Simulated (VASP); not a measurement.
# ZnC (Fm-3m) in VASP: notebook

Runs on ZnC. Level: PBE. Tasks: relaxation of cell and atoms.

All numbers are computed with VASP 6.6.1; they aren't measurements. Logs are shortened: lines on timing, memory, paths and dates and some standing lists are left out, and cuts for length are marked.

### 1 The cell of the first run

It takes space group Fm-3m (No. 225, cubic). Conventional cell: a = 4.389 Å, b = 4.389 Å, c = 4.389 Å, α = 90.00°, β = 90.00°, γ = 90.00°. Zn (site symmetry m-3m) has 6 C at 2.19 Å within 2.9 Å. Within 2.9 Å of C (site symmetry m-3m) lie 6 Zn at 2.19 Å.

### 2 Relaxation of cell and atoms, PBE

File INCAR:

```
SYSTEM = ZnC
PREC = Accurate
ENCUT = 600
EDIFF = 1E-7
ISMEAR = 0
SIGMA = 0.1
LREAL = .False.
LASPH = .True.
NELM = 100
ALGO = Normal
ISIF = 3
LWAVE = .False.
LCHARG = .False.
GGA = PE
IBRION = 2
NSW = 100
EDIFFG = -0.01
```

File KPOINTS:

```
regular mesh
0
Gamma
  22 22 22
  0 0 0
```

File POSCAR:

```
ZnC
1.0
    0.0000000000      2.1943332426      2.1943332426
    2.1943332426      0.0000000000      2.1943332426
    2.1943332426      2.1943332426      0.0000000000
Zn C
1 1
Direct
    0.0000000000      0.0000000000      0.0000000000
    0.5000000000      0.5000000000      0.5000000000
```

Potentials or basis: VASP PAW PBE potentials, release 64 (Zn, C).

The run is started by

```console
$ cat potpaw_PBE.64/Zn/POTCAR potpaw_PBE.64/C/POTCAR > POTCAR
$ mpirun -np 1 vasp_std > vasp.out
```

OUTCAR:

```text
SYSTEM = ZnC
   PREC = Accurate
   ENCUT = 600
   EDIFF = 1E-7
   ISMEAR = 0
   LREAL = .False.
   LASPH = .True.
   NELM = 100
   ISIF = 3
   GGA = PE
   IBRION = 2
   NSW = 100
   EDIFFG = -0.01

 ion  position               nearest neighbor table
   1  0.000  0.000  0.000-   2 2.19   2 2.19   2 2.19   2 2.19   2 2.19   2 2.19
   2  0.500  0.500  0.500-   1 2.19   1 2.19   1 2.19   1 2.19   1 2.19   1 2.19

  LATTYP: Found a face centered cubic cell.
 ALAT       =     4.3886664852

  Lattice vectors:

 A1 = (   0.0000000000,   2.1943332426,   2.1943332426)
 A2 = (   2.1943332426,   0.0000000000,   2.1943332426)
 A3 = (   2.1943332426,   2.1943332426,   0.0000000000)

Analysis of symmetry for initial positions (statically):
=====================================================================
 Subroutine PRICEL returns:
 Original cell was already a primitive cell.

 Routine SETGRP: Setting up the symmetry group for a
 face centered cubic supercell.

 Subroutine GETGRP returns: Found 48 space group operations
 (whereof 48 operations were pure point group operations)
 out of a pool of 48 trial point group operations.

The static configuration has the point symmetry O_h .

Analysis of symmetry for dynamics (positions and initial velocities):
=====================================================================
 Subroutine PRICEL returns:
 Original cell was already a primitive cell.

 Routine SETGRP: Setting up the symmetry group for a
 face centered cubic supercell.

 Subroutine GETGRP returns: Found 48 space group operations
 (whereof 48 operations were pure point group operations)
 out of a pool of 48 trial point group operations.

The dynamic configuration has the point symmetry O_h .

 Subroutine INISYM returns: Found 48 space group operations
 (whereof 48 operations are pure point group operations),
 and found     1 'primitive' translations

----------------------------------------------------------------------------------------

                                     Primitive cell

  volume of cell :      21.1319

  direct lattice vectors                    reciprocal lattice vectors
     0.000000000  2.194333243  2.194333243    -0.227859648  0.227859648  0.227859648
     2.194333243  0.000000000  2.194333243     0.227859648 -0.227859648  0.227859648
     2.194333243  2.194333243  0.000000000     0.227859648  0.227859648 -0.227859648

  length of vectors
     3.103255832  3.103255832  3.103255832     0.394664487  0.394664487  0.394664487

  position of ions in fractional coordinates (direct lattice)
     0.000000000  0.000000000  0.000000000
     0.500000000  0.500000000  0.500000000

  ion indices of the primitive-cell ions
   primitive index   ion index
                 1           1
                 2           2

----------------------------------------------------------------------------------------

 KPOINTS: regular mesh

Automatic generation of k-mesh.
 Grid dimensions read from file:
 generate k-points for:   22   22   22

 Generating k-lattice:

  Cartesian coordinates                     Fractional coordinates (reciprocal lattice)
    -0.010357257  0.010357257  0.010357257     0.045454545  0.000000000  0.000000000
     0.010357257 -0.010357257  0.010357257     0.000000000  0.045454545  0.000000000
     0.010357257  0.010357257 -0.010357257     0.000000000  0.000000000  0.045454545

  Length of vectors
     0.017939295  0.017939295  0.017939295

  Shift w.r.t. Gamma in fractional coordinates (k-lattice)
     0.000000000  0.000000000  0.000000000

 Subroutine IBZKPT returns following result:
 ===========================================

 Found    328 irreducible k-points:

 Following reciprocal coordinates:
            Coordinates               Weight
  0.000000  0.000000  0.000000      1.000000
  0.045455  0.000000  0.000000      8.000000
  0.090909  0.000000  0.000000      8.000000
  0.136364  0.000000  0.000000      8.000000
  0.181818  0.000000  0.000000      8.000000
  0.227273  0.000000  0.000000      8.000000
[... 16 lines left out ...]
  0.500000  0.045455  0.000000     24.000000
 -0.454545  0.045455  0.000000     24.000000
 [... further k-points ...]
   k-points           NKPTS =    328   k-points in BZ     NKDIM =    328   number of bands    NBANDS=     12
   number of dos      NEDOS =    301   number of ions     NIONS =      2
   total plane-waves  NPLWV =  21952
   dimension x,y,z NGX =    28 NGY =   28 NGZ =   28
   dimension x,y,z NGXF=    56 NGYF=   56 NGZF=   56
   ions per type =               1   1
   NGX,Y,Z   is equivalent  to a cutoff of  15.00, 15.00, 15.00 a.u.
   NGXF,Y,Z  is equivalent  to a cutoff of  30.00, 30.00, 30.00 a.u.
 SYSTEM =  ZnC
   PREC   = accura    normal or accurate (medium, high low for compatibility)
   ISTART =      0    job   : 0-new  1-cont  2-samecut
   ICHARG =      2    charge: 1-file 2-atom 10-const
   ISPIN  =      1    spin polarized calculation?
   LNONCOLLINEAR =      F non collinear calculations
   LSORBIT =      F    spin-orbit coupling
   LASPH  =      T    aspherical Exc in radial PAW
   ENCUT  =  600.0 eV  44.10 Ry    6.64 a.u.   6.20  6.20  6.20*2*pi/ulx,y,z
   NELM   =    100;   NELMIN=  2; NELMDL= -5     # of ELM steps
   EDIFF  = 0.1E-06   stopping-criterion for ELM
   LREAL  =      F    real-space projection
   EDIFFG = -.1E-01   stopping-criterion for IOM
   NSW    =    100    number of steps for IOM
   IBRION =      2    ionic relax: 0-MD 1-quasi-New 2-CG
   NFREE  =      1    steps in history (QN), initial steepest desc. (CG)
   ISIF   =      3    stress and relaxation
   ISYM   =      2    0-nonsym 1-usesym 2-fastsym
   POTIM  = 0.5000    time-step for ionic-motion
   TEBEG  =    0.0;   TEEND  =   0.0 temperature during run
   PSTRESS=    0.0 pullay stress
   NELECT =      16.0000    total number of electrons
   NUPDOWN=      -1.0000    fix difference up-down
   EMIN   =  10.00;   EMAX   =-10.00  energy-range for DOS
   EFERMI =   0.00;   METHOD = LEGACY
   ISMEAR =     0;   SIGMA  =   0.10  broadening in eV -4-tet -1-fermi 0-gaus
   EFERMI_NEDOS =   21; number of points for ismear=-14 and -15
   IALGO  =     38    algorithm
   IMIX   =      4    mixing-type and parameters
     AMIX     =   0.40;   BMIX     =  1.00
     AMIX_MAG =   1.60;   BMIX_MAG =  1.00
  volume/ion in A,a.u.               =      10.57        71.30
  Fermi-wavevector in a.u.,A,eV,Ry     =   1.492115  2.819688 30.292101  2.226407
  Thomas-Fermi vector in A             =   2.604684
   LORBIT       =      0    0 simple, 1 ext, 2 COOP (PROOUT), +10 PAW based schemes
   GGA     = PE    functional components
   LHFCALC =     F    Hartree Fock is set to
   AEXX    =    0.0000 exact exchange contribution
   IVDW    =     0    specifies the selected vdW correction
   LEPSILON=     F    determine dielectric tensor
   LRPA    =     F    only Hartree local field effects (RPA)
 conjugate gradient relaxation of ions
 non-spin polarized calculation
 Gauss-broadening in eV      SIGMA  =   0.10
  energy-cutoff  :      600.00
  volume of cell :       21.13
 maximum number of plane-waves:       725
 NGX is ok and might be reduce to    28
   NGX = 13   NGY = 13   NGZ = 13

--------------------------------------- Ionic step        1  -------------------------------------------

 number of electron      16.0000005 magnetization

 Free energy of the ion-electron system (eV)
  ---------------------------------------------------
  ext. energy  EPLUGINS =         0.00000000
  ---------------------------------------------------
  free energy    TOTEN  =        -7.03336758 eV

  energy without entropy =       -7.02876014  energy(sigma->0) =       -7.03106386

------------------------ aborting loop because EDIFF is reached ----------------------------------------

  FORCE on cell =-STRESS in cart. coord.  units (eV):
  Direction    XX          YY          ZZ          XY          YZ          ZX
  --------------------------------------------------------------------------------------
  -------------------------------------------------------------------------------------
  Total        0.1059557      0.1059557      0.1059557     -0.0000000      0.0000000      0.0000000
  in kB        8.0333610      8.0333610      8.0333610     -0.0000000      0.0000000      0.0000000
  external PRESSURE =       8.0333610 kB  Pullay stress =       0.0000000 kB
[... 57 lines left out ...]
  energy  without entropy=       -7.0289779815  energy(sigma->0) =       -7.03132084

--------------------------------------- Ionic step        3  -------------------------------------------

 number of electron      16.0000004 magnetization

 Free energy of the ion-electron system (eV)
  ---------------------------------------------------
  ext. energy  EPLUGINS =         0.00000000
  ---------------------------------------------------
  free energy    TOTEN  =        -7.03369276 eV

  energy without entropy =       -7.02902414  energy(sigma->0) =       -7.03135845

 E-fermi :   3.7549     XC(G=0): -12.1146

 val. band max:        3.7515082895   @ k =   0.2727   0.2273   0.0000
 cond. band min:       3.7554505067   @ k =   0.4091   0.2273   0.0000
 fundamental gap:      0.0039422172
 Fermi energy:         3.7548917998

 k-point     1 :       0.0000    0.0000    0.0000
  band No.  band energies     occupation
      1      -9.9061      2.00000
      2      -2.9712      2.00000
      3      -2.9712      2.00000
      4      -2.9712      2.00000
      5      -2.8759      2.00000
      6      -2.8759      2.00000
      7       4.9410      0.00000
      8       4.9410      0.00000
      9       4.9410      0.00000
     10      10.4513      0.00000
     11      18.7850      0.00000
     12      18.7850      0.00000
[... 331 lines left out ...]
 k-point    24 :      -0.4545    0.0455    0.0000
  band No.  band energies     occupation
      1      -6.5066      2.00000
      2      -4.2121      2.00000
      3      -3.4392      2.00000
      4      -3.4210      2.00000
      5      -2.6293      2.00000
      6      -2.6153      2.00000
      7      -1.0669      2.00000
      8       5.4750      0.00000
      9       5.7025      0.00000
     10      11.0352      0.00000
     11      13.6623      0.00000
     12      14.0360      0.00000

 [... further k-points ...]

------------------------ aborting loop because EDIFF is reached ----------------------------------------

  FORCE on cell =-STRESS in cart. coord.  units (eV):
  Direction    XX          YY          ZZ          XY          YZ          ZX
  --------------------------------------------------------------------------------------
  -------------------------------------------------------------------------------------
  Total       -0.0021834     -0.0021834     -0.0021834      0.0000000     -0.0000000      0.0000000
  in kB       -0.1645529     -0.1645529     -0.1645529      0.0000000     -0.0000000      0.0000000
  external PRESSURE =      -0.1645529 kB  Pullay stress =       0.0000000 kB
[... 17 lines left out ...]
  FREE ENERGIE OF THE ION-ELECTRON SYSTEM (eV)
  ---------------------------------------------------
  free  energy   TOTEN  =        -7.0336927555 eV

  energy  without entropy=       -7.0290241369  energy(sigma->0) =       -7.03135845

 reached required accuracy - stopping structural energy minimisation
```

Wall time 7 min (1 thread of Oxide Virtual Turin-like, shared host); peak memory 0.22 GiB.

What came out:

* Free energy: -7.0337 eV
* Relaxed volume: 10.63 Å³/atom
* Relaxed cell: a = 3.109 Å, b = 3.109 Å, c = 3.109 Å, α = 60.00°, β = 60.00°, γ = 60.00°
* Space group after relaxing (to 0.1 Å): Fm-3m (No. 225)
* Energy gained by relaxing: 0.2 meV/atom
* Ionic steps: 3
* Pressure after relaxing: 0.0 GPa
* Band gap on the k mesh: zero (bands 8 and 9 overlap by 4.23 eV)

Step by step:
```tsv
step	energy change (eV)	largest force (eV/Å)	pressure (GPa)	volume (Å³)
1	0.0000	0.0000	0.80	21.13
2	-0.0003	0.0000	-0.25	21.29
3	-0.0003	0.0000	-0.02	21.26
```

Final structure:
```xyz
2
Lattice="0.0000 2.1987 2.1987 2.1987 0.0000 2.1987 2.1987 2.1987 0.0000" Properties=species:S:1:pos:R:3 pbc="T T T"
Zn    0.0000    0.0000    0.0000
C     2.1987    2.1987    2.1987
```

Levels at points of the mesh, in eV from the Fermi level:
| k point | band 5 | band 6 | band 7 | band 8 | band 9 | band 10 | band 11 | band 12 |
| --- | --- | --- | --- | --- | --- | --- | --- | --- |
| (0.00, 0.00, 0.00) | -6.63 | -6.63 | 1.19 | 1.19 | 1.19 | 6.70 | 15.03 | 15.03 |
| (0.50, 0.00, 0.00) | -6.38 | -6.38 | -4.88 | 1.97 | 1.97 | 7.11 | 10.19 | 10.19 |
| (0.50, 0.50, 0.00) | -6.28 | -5.31 | -4.61 | -1.35 | -1.35 | 3.31 | 8.86 | 13.85 |

### 3 Relaxation of cell and atoms, PBE

This run uses another cell than the first one, of 10.62 Å³/atom.

File INCAR:

```
PREC = Accurate
ENCUT = 600
EDIFF = 1E-7
ISMEAR = 0
SIGMA = 0.1
LREAL = False
LASPH = True
NELM = 60
ALGO = Normal
ISIF = 3
LWAVE = False
LCHARG = False
GGA = PE
IBRION = 2
NSW = 100
EDIFFG = -0.01
```

File KPOINTS:

```
Automatic mesh
0
Gamma
  22 22 22
```

File POSCAR:

```
ZnC
1.0
    0.0000000000      2.1984022106      2.1984022106
    2.1984022106      0.0000000000      2.1984022106
    2.1984022106      2.1984022106      0.0000000000
Zn C
1 1
Direct
    0.0000000000      0.0000000000      0.0000000000
    0.5000000000      0.5000000000      0.5000000000
```

Potentials or basis: VASP PAW PBE potentials, release 64 (Zn, C).

The run is started by

```console
$ cat potpaw_PBE.64/Zn/POTCAR potpaw_PBE.64/C/POTCAR > POTCAR
$ mpirun -np 1 vasp_std > vasp.out
```

It took 2.7 min on 1 thread of Oxide Virtual Turin-like, shared host; peak memory 0.22 GiB.

The run converged. Its results:

* Free energy: -7.0338 eV
* Pressure after relaxing: 0.0 GPa
* Band gap on the k mesh: zero (bands 8 and 9 overlap by 4.23 eV)

Final structure:
```
CELL_PARAMETERS angstrom
0.00000 2.19840 2.19840
2.19840 0.00000 2.19840
2.19840 2.19840 0.00000
ATOMIC_POSITIONS crystal
Zn 0.00000 0.00000 0.00000
C 0.50000 0.50000 0.50000
```

Levels at points of the mesh, in eV from the Fermi level:
```tsv
k point	band 6	band 7	band 8	band 9	band 10	band 11
(0.00, 0.00, 0.00)	-6.63	1.19	1.19	1.19	6.70	15.03
(0.50, 0.00, 0.00)	-6.38	-4.88	1.97	1.97	7.11	10.19
(0.50, 0.50, 0.00)	-5.31	-4.61	-1.35	-1.35	3.31	8.86
```

Caveat: the relaxation stopped at its first step, so nothing moved.
